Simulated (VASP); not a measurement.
Runs of VASP 6.6.1 on CO2. The structure is that of space group Pa-3 (No. 205), or close to it. The cells are those of the table. 

| cell | gap on the mesh (eV) | pressure (GPa) | largest force (eV/Å) |
| --- | --- | --- | --- |
| a = 6.135, b = 6.135, c = 6.284 Å, 12 atoms | 6.41 | -4.1 | 1.76 |
| a = 6.184 Å, 12 atoms | 6.42 | -4.0 | 1.74 |
| a = 5.857 Å, 12 atoms | (b) | 12.8 | 5.33 |
| a = 5.787 Å, 12 atoms | 7.10 | 18.0 | (a) |
| a = 5.716 Å, 12 atoms | 7.24 | 24.0 | 9.43 |

Alike in all rows: task single point; level PBE; potentials or basis VASP PAW PBE potentials, release 64 (C, O); no spin polarisation; k mesh 4 × 4 × 4; cutoff (eV) 520; smearing gaussian 0.05 eV.

Problem. Fill in the values left out.

Solution. (a) 7.27; (b) 6.96.

Caveats: forces of over 1 eV/Å act on the atoms, so gaps and moduli don't describe the material at rest.

A k mesh can miss the band edges.
